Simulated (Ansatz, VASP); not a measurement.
**Fe: VASP beside Ansatz**

Contents of INCAR:

```
SYSTEM = Fe
ALGO = Normal ; EDIFF = 1E-6
ENCUT = 520 ; GGA = PE
ISIF = 2 ; ISMEAR = 0
ISPIN = 2 ; LASPH = .TRUE.
LCHARG = .FALSE. ; LMAXMIX = 4
LORBIT = 11 ; LREAL = .FALSE.
LWAVE = .FALSE. ; MAGMOM = 2.44
NBANDS = 14 ; NELM = 150
PREC = Accurate ; SIGMA = 0.15
```

KPOINTS

```
k-points
0
G
  12 12 12
  0 0 0
```

File POSCAR:

```
Fe
1.0
   -1.2700322411      1.2700322411      1.7125114740
    1.2700322411     -1.2700322411      1.7125114740
    1.2700322411      1.2700322411     -1.7125114740
Fe
1
Direct
    0.0000000000      0.0000000000      0.0000000000
```

Input for Ansatz:

```yaml
crystal:
  lattice:
    - [-1.2700322411, 1.2700322411, 1.712511474]
    - [1.2700322411, -1.2700322411, 1.712511474]
    - [1.2700322411, 1.2700322411, -1.712511474]
  atoms:
    - { symbol: Fe, position: [0.0, 0.0, 0.0], spin: 2.44 }
basis:
  ecutwfc: 520.0
kpoints:
  mp_grid: { grid: [12, 12, 12] }
hamiltonian:
  xc: pbe
scf:
  occupations: { method: gaussian, width: 0.15 }
output:
  forces: true
  stress: true
  eigenvalues: true
  populations: true
magnetization:
  spin_polarized: true
```

Alike in both runs: task single point; functional PBE; k mesh 12 × 12 × 12; occupations gaussian, width 0.15 eV; collinear spin.

|  | VASP | Ansatz |
| --- | --- | --- |
| version | VASP 6.6.1 | Ansatz 0.2.0 |
| potentials or method | VASP PAW PBE potentials, release 64 (Fe), cutoff 520 eV | scalar-relativistic, plane waves, PAW |
| valence electrons in the cell | 8 | 16 |

|  | VASP | Ansatz | Ansatz less VASP |
| --- | --- | --- | --- |
| gap on the k mesh at the Fermi level (eV) | none | none | - |
| pressure (GPa) | -5.7 | -6.5 | -0.77 |
| traceless stress, the component that is largest in VASP (GPa) | 2.96 | 3.66 | +0.701 |
| net moment per atom (μB) | 1.41 | 1.34 | -0.076 |
| size of the moment on the site where the two differ most (μB) | 1.40 | 1.36 | -0.047 |

Site moments also hang on the region over which each program counts them. A gap of «none» marks a metal or a gap that the smearing closes. VASP's potentials hold 8 valence electrons a cell and Ansatz's 16, so a difference there can come from the potentials and not from the codes.
